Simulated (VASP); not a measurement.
Write the native input for VASP 6.6.1 that does the following.

```yaml
Task: single point
Functional: r2SCAN
Potentials_or_basis: VASP PAW PBE potentials, release 64 (C, Mg)
Cutoff: 520 eV
k_mesh: 6 × 6 × 6
Occupations: gaussian, width 0.01 eV
Spin: no spin polarisation
Dipole_correction: no
Further_INCAR_settings: ALGO = Normal; EDIFF = 1e-06; NBANDS = 11
```

Crystal: Mg2C.

```
CELL_PARAMETERS angstrom
0.00000 2.71094 2.71094
2.71094 0.00000 2.71094
2.71094 2.71094 0.00000
ATOMIC_POSITIONS crystal
C 0.00000 0.00000 0.00000
Mg 0.25000 0.25000 0.25000
Mg 0.75000 0.75000 0.75000
```

The input as run:

POSCAR

```
Mg2C
1.0
    0.0000000000      2.7109426129      2.7109426129
    2.7109426129      0.0000000000      2.7109426129
    2.7109426129      2.7109426129      0.0000000000
C Mg
1 2
Direct
    0.0000000000      0.0000000000      0.0000000000
    0.2500000000      0.2500000000      0.2500000000
    0.7500000000      0.7500000000      0.7500000000
```

INCAR.step1

```
PREC = Accurate
ENCUT = 520
ISMEAR = 0
SIGMA = 0.01
LREAL = False
LASPH = True
NELM = 60
NBANDS = 11
GGA = PE
ALGO = Normal
EDIFF = 1E-4
LWAVE = True
LCHARG = False
```

INCAR.step2

```
PREC = Accurate
ENCUT = 520
EDIFF = 1E-6
ISMEAR = 0
SIGMA = 0.01
LREAL = False
LASPH = True
NELM = 60
ALGO = Normal
ISIF = 2
LWAVE = False
LCHARG = False
METAGGA = R2SCAN
LMIXTAU = True
NBANDS = 11
ISTART = 1
```

KPOINTS

```
regular mesh
0
Gamma
  6 6 6
```

Potentials or basis: VASP PAW PBE potentials, release 64 (C, Mg).

The run is started by

```bash
$ cat potpaw_PBE.64/C/POTCAR potpaw_PBE.64/Mg/POTCAR > POTCAR
$ cp INCAR.step1 INCAR
$ mpirun -np 1 vasp_std > vasp.out
$ cp INCAR.step2 INCAR
$ mpirun -np 1 vasp_std > vasp.out
```

Results of the run:

The pressure is -0.4 GPa and the band gap on the k mesh is 1.11 eV, indirect (least direct gap 1.95 eV).

Caveat: the PAW data sets were made with another functional, which shifts forces and pressure a little.

It took 44 s on 1 thread of Intel Xeon 6975P-C, on a shared host, peak memory 0.17 GiB.
